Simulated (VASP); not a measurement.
Input of a VASP 6.6.1 run:

Contents of INCAR:

```
ALGO = Normal
EDIFF = 1E-6
EDIFFG = -0.04
ENCUT = 600
GGA = PE
IBRION = 2
ISIF = 3
ISMEAR = 0
ISPIN = 2
LASPH = T
LCHARG = F
LMAXMIX = 6
LORBIT = 11
LREAL = F
LWAVE = F
MAGMOM = 7 1 0
NELM = 150
NSW = 90
PREC = Accurate
SIGMA = 0.1
```

File KPOINTS:

```
k-points
0
Gamma
  6 6 4
```

File POSCAR:

```
GdTiO
1.0
    3.7953991400      0.0000000000      0.0000000000
   -1.8976995700      3.2869120700      0.0000000000
    0.0000000000      0.0000000000      4.6411554900
Gd Ti O
1 1 1
Direct
    0.0000000000      0.0000000000      0.0000000000
    0.6666666700      0.3333333300      0.5000000000
    0.3333333300      0.6666666700      0.5000000000
```

Potentials or basis: VASP PAW PBE potentials, release 64 (Gd, Ti_sv, O).

Run with:

```console
$ cat potpaw_PBE.64/Gd/POTCAR potpaw_PBE.64/Ti_sv/POTCAR potpaw_PBE.64/O/POTCAR > POTCAR
$ mpirun -np 1 vasp_std > vasp.out
```

Task: Predict the site moments.

Result: Gd +6.89; Ti -0.30; O +0.02 μB.

Task: Estimate the net moment.

Result: 6.96 μB per cell.

Final structure:
```
Gd Ti O
1.0
     3.36468    0.00000    0.00000
    -1.68234    2.91390    0.00000
     0.00000    0.00000    5.90564
Gd Ti O
1 1 1
Cartesian
  0.0000 0.0000 0.0000
  1.6823 0.9713 2.9528
  0.0000 1.9426 2.9528
```

Caveat: a cell axis changed by over 15 % at a fixed basis, so the end point is rough; a cell with one magnetic atom can't hold antiferromagnetic order, which such compounds often take. The state reached can hang on the start; a lower one may exist.
